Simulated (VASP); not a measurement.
# Nb (Fm-3m) in VASP: notebook, part 2 of 2

VASP 6.6.1. The steps go on from the part before.

### Step 3. Single point, PBE

Input file INCAR:

```
PREC     = Accurate       # precision mode
ENCUT    = 520            # plane-wave cutoff, eV
EDIFF    = 1E-7           # SCF threshold, eV
ISMEAR   = 0              # smearing method
SIGMA    = 0.05           # smearing width, eV
LREAL    = F              # projectors in reciprocal space
LASPH    = T              # aspherical terms in the spheres
NELM     = 60             # most SCF steps
ALGO     = Normal         # electronic algorithm
ISIF     = 2              # what is computed and relaxed
LWAVE    = F              # write WAVECAR
LCHARG   = T              # write CHGCAR
GGA      = PE             # functional
LELF     = T              # ELF
LVHAR    = T            
NBANDS   = 12             # bands
```

Input file KPOINTS:

```
Automatic mesh
0
Gamma
  11 11 11
```

Input file POSCAR:

```
Nb
1.0
    0.0000000000      2.1150000000      2.1150000000
    2.1150000000      0.0000000000      2.1150000000
    2.1150000000      2.1150000000      0.0000000000
Nb
1
Direct
    0.0000000000      0.0000000000      0.0000000000
```

Potentials or basis: VASP PAW PBE potentials, release 64 (Nb_sv).

Started as:

```sh
cat potpaw_PBE.64/Nb_sv/POTCAR > POTCAR
mpirun -np 1 vasp_std > vasp.out
```

OUTCAR:

```text
PREC = Accurate
   ENCUT = 520
   EDIFF = 1E-7
   ISMEAR = 0
   LREAL = F
   LASPH = T
   NELM = 60
   ISIF = 2
   GGA = PE

 ion  position               nearest neighbor table
   1  0.000  0.000  0.000-

  LATTYP: Found a face centered cubic cell.
 ALAT       =     4.2300000000

  Lattice vectors:

 A1 = (   0.0000000000,   2.1150000000,   2.1150000000)
 A2 = (   2.1150000000,   0.0000000000,   2.1150000000)
 A3 = (   2.1150000000,   2.1150000000,   0.0000000000)

Analysis of symmetry for initial positions (statically):
=====================================================================
 Subroutine PRICEL returns:
 Original cell was already a primitive cell.

 Routine SETGRP: Setting up the symmetry group for a
 face centered cubic supercell.

 Subroutine GETGRP returns: Found 48 space group operations
 (whereof 48 operations were pure point group operations)
 out of a pool of 48 trial point group operations.

The static configuration has the point symmetry O_h .

Analysis of symmetry for dynamics (positions and initial velocities):
=====================================================================
 Subroutine PRICEL returns:
 Original cell was already a primitive cell.

 Routine SETGRP: Setting up the symmetry group for a
 face centered cubic supercell.

 Subroutine GETGRP returns: Found 48 space group operations
 (whereof 48 operations were pure point group operations)
 out of a pool of 48 trial point group operations.

The dynamic configuration has the point symmetry O_h .

 Subroutine INISYM returns: Found 48 space group operations
 (whereof 48 operations are pure point group operations),
 and found     1 'primitive' translations

----------------------------------------------------------------------------------------

                                     Primitive cell
[... 113 lines left out ...]
   LORBIT       =      0    0 simple, 1 ext, 2 COOP (PROOUT), +10 PAW based schemes
   GGA     = PE    functional components
   LHFCALC =     F    Hartree Fock is set to
   AEXX    =    0.0000 exact exchange contribution
   IVDW    =     0    specifies the selected vdW correction
   LEPSILON=     F    determine dielectric tensor
   LRPA    =     F    only Hartree local field effects (RPA)
 non-spin polarized calculation
 Gauss-broadening in eV      SIGMA  =   0.05
  energy-cutoff  :      520.00
  volume of cell :       18.92
 maximum number of plane-waves:       532
   NGX = 11   NGY = 11   NGZ = 11

 number of electron      13.0000001 magnetization

 Free energy of the ion-electron system (eV)
  ---------------------------------------------------
  ext. energy  EPLUGINS =         0.00000000
  ---------------------------------------------------
  free energy    TOTEN  =        -9.89441761 eV

  energy without entropy =       -9.89267357  energy(sigma->0) =       -9.89354559

 E-fermi :  10.8636     XC(G=0): -12.2486

 val. band max:       10.8570230071   @ k =   0.3636   0.2727   0.0909
 cond. band min:      10.8956605628   @ k =  -0.1818   0.1818   0.0000
 fundamental gap:      0.0386375557
 Fermi energy:        10.8635646686

 k-point     1 :       0.0000    0.0000    0.0000
  band No.  band energies     occupation
      1     -43.9368      2.00000
      2     -19.3402      2.00000
      3     -19.3402      2.00000
      4     -19.3402      2.00000
      5       4.6487      2.00000
      6      10.9688      0.00290
      7      10.9688      0.00290
      8      10.9688      0.00290
      9      13.5339      0.00000
     10      13.5339      0.00000
     11      22.6632      0.00000
     12      27.4053      0.00000
[... 331 lines left out ...]
 k-point    24 :      -0.1818    0.1818    0.0000
  band No.  band energies     occupation
      1     -43.8135      2.00000
      2     -19.9879      2.00000
      3     -19.6102      2.00000
      4     -19.4152      2.00000
      5       7.2315      2.00000
      6       9.6702      2.00000
      7      10.8957      0.36398
      8      12.2248      0.00000
      9      12.2602      0.00000
     10      15.1611      0.00000
     11      24.1327      0.00000
     12      26.6903      0.00000

 [... further k-points ...]

------------------------ aborting loop because EDIFF is reached ----------------------------------------

  FORCE on cell =-STRESS in cart. coord.  units (eV):
  Direction    XX          YY          ZZ          XY          YZ          ZX
  --------------------------------------------------------------------------------------
  -------------------------------------------------------------------------------------
  Total       -0.2647157     -0.2647157     -0.2647157      0.0000000      0.0000000     -0.0000000
  in kB      -22.4145065    -22.4145065    -22.4145065      0.0000000      0.0000000     -0.0000000
  external PRESSURE =     -22.4145065 kB  Pullay stress =       0.0000000 kB

 VOLUME and BASIS-vectors are now :
 -----------------------------------------------------------------------------
  energy-cutoff  :      520.00
  volume of cell :       18.92
      direct lattice vectors                 reciprocal lattice vectors
     0.000000000  2.115000000  2.115000000    -0.236406619  0.236406619  0.236406619
     2.115000000  0.000000000  2.115000000     0.236406619 -0.236406619  0.236406619
     2.115000000  2.115000000  0.000000000     0.236406619  0.236406619 -0.236406619

 POSITION                                       TOTAL-FORCE (eV/Angst)
 -----------------------------------------------------------------------------------
      0.00000      0.00000      0.00000         0.000000     -0.000000      0.000000
 -----------------------------------------------------------------------------------
    total drift:                                0.000000     -0.000000     -0.000000

  FREE ENERGIE OF THE ION-ELECTRON SYSTEM (eV)
  ---------------------------------------------------
  free  energy   TOTEN  =        -9.8944176112 eV

  energy  without entropy=       -9.8926735712  energy(sigma->0) =       -9.89354559
```

stdout:

```text
POSCAR found type information on POSCAR Nb
 POSCAR found :  1 types and       1 ions
 scaLAPACK will be used
 LDA part: xc-table for (Slater+PW92), standard interpolation
 POSCAR, INCAR and KPOINTS ok, starting setup
 FFT: planning ... GRIDC
 FFT: planning ... GRID_SOFT
 FFT: planning ... GRID
 WAVECAR not read
 entering main loop
```

It took 12 s on 1 thread of Intel Xeon Platinum 8259CL at 2.50GHz (Skylake/Cascade Lake), shared host; peak memory 0.14 GiB.

Results:

| Quantity | Value |
| --- | --- |
| Free energy | -9.8944 eV |
| Pressure | -2.2 GPa |

### Step 4. Single point, PBEsol

This run uses another cell than the first one, of 16.43 Å³/atom, 0.868 times its volume.

Input file INCAR:

```
ALGO = Normal
EDIFF = 1E-6
ENCUT = 520
GGA = PS
ISIF = 2
ISMEAR = -1
LASPH = True
LCHARG = False
LREAL = False
LWAVE = False
NBANDS = 12
NELM = 60
PREC = Accurate
SIGMA = 0.05
```

Input file KPOINTS:

```
k-points
0
Gamma
  11 11 11
```

Input file POSCAR:

```
Nb
1.0
    0.0000000000      2.0177695337      2.0177695337
    2.0177695337      0.0000000000      2.0177695337
    2.0177695337      2.0177695337      0.0000000000
Nb
1
Direct
    0.0000000000      0.0000000000      0.0000000000
```

Started as:

```sh
cat potpaw_PBE.64/Nb_sv/POTCAR > POTCAR
mpirun -np 1 vasp_std > vasp.out
```

Wall time 4.8 s (1 thread of Intel Xeon 6975P-C (Granite Rapids), shared host); peak memory 0.14 GiB.

The run converged. Its results:

| Quantity | Value |
| --- | --- |
| Free energy | -10.5209 eV |
| Pressure | 19.7 GPa |

Levels at points of the mesh, in eV from the Fermi level:
| k point | band 2 | band 3 | band 4 | band 5 | band 6 | band 7 | band 8 | band 9 | band 10 | band 11 |
| --- | --- | --- | --- | --- | --- | --- | --- | --- | --- | --- |
| (0.00, 0.00, 0.00) | -29.69 | -29.69 | -29.69 | -6.54 | -0.02 | -0.02 | -0.02 | 3.10 | 3.10 | 11.93 |

Caveat: the PAW data sets were made with another functional, which shifts forces and pressure a little.

### Step 5. Single point, PBEsol

This run uses another cell than the first one, of 15.81 Å³/atom, 0.836 times its volume.

Input file INCAR:

```
PREC = Accurate
ENCUT = 520
EDIFF = 1E-7
ISMEAR = -1
SIGMA = 0.05
LREAL = F
LASPH = T
NELM = 60
ALGO = Fast
ISIF = 2
LWAVE = F
LCHARG = F
GGA = PS
NBANDS = 12
```

Input file KPOINTS:

```
Automatic mesh
0
Gamma
  11 11 11
```

Input file POSCAR:

```
Nb
1.0
    0.0000000000      1.9921611557      1.9921611557
    1.9921611557      0.0000000000      1.9921611557
    1.9921611557      1.9921611557      0.0000000000
Nb
1
Direct
    0.0000000000      0.0000000000      0.0000000000
```

Started as:

```sh
cat potpaw_PBE.64/Nb_sv/POTCAR > POTCAR
mpirun -np 1 vasp_std > vasp.out
```

It took 9.7 s on 1 thread of Intel Xeon 6975P-C (Granite Rapids), shared host; peak memory 0.14 GiB.

The run converged. Its results:

| Quantity | Value |
| --- | --- |
| Free energy | -10.4259 eV |
| Pressure | 29.6 GPa |

Levels at points of the mesh, in eV from the Fermi level:
| k point | band 2 | band 3 | band 4 | band 5 | band 6 | band 7 | band 8 | band 9 | band 10 | band 11 |
| --- | --- | --- | --- | --- | --- | --- | --- | --- | --- | --- |
| (0.00, 0.00, 0.00) | -29.56 | -29.56 | -29.56 | -6.59 | -0.06 | -0.06 | -0.06 | 3.23 | 3.23 | 11.95 |

Caveat: the PAW data sets were made with another functional, which shifts forces and pressure a little.

### Step 6. The runs side by side

```tsv
level	cell	smearing	gap on the mesh (eV)	pressure (GPa)
PBE	a = 2.991 Å, angles 60.0°, 1 atom	gaussian 0.1 eV	none	-2.1
PBE	a = 2.991 Å, angles 60.0°, 1 atom	gaussian 0.05 eV	none	-2.2
PBEsol	a = 2.854 Å, angles 60.0°, 1 atom	fermi-dirac 0.05 eV	none	19.7
PBEsol	a = 2.817 Å, angles 60.0°, 1 atom	fermi-dirac 0.05 eV	none	29.6
```

Alike in all rows: task single point; potentials or basis VASP PAW PBE potentials, release 64 (Nb_sv); no spin polarisation; k mesh 11 × 11 × 11; cutoff (eV) 520.

Caveats: the PAW data sets were made with another functional, which shifts forces and pressure a little (some runs).

Total energies depend on the potentials used, so only differences within one code and one set of settings carry meaning.
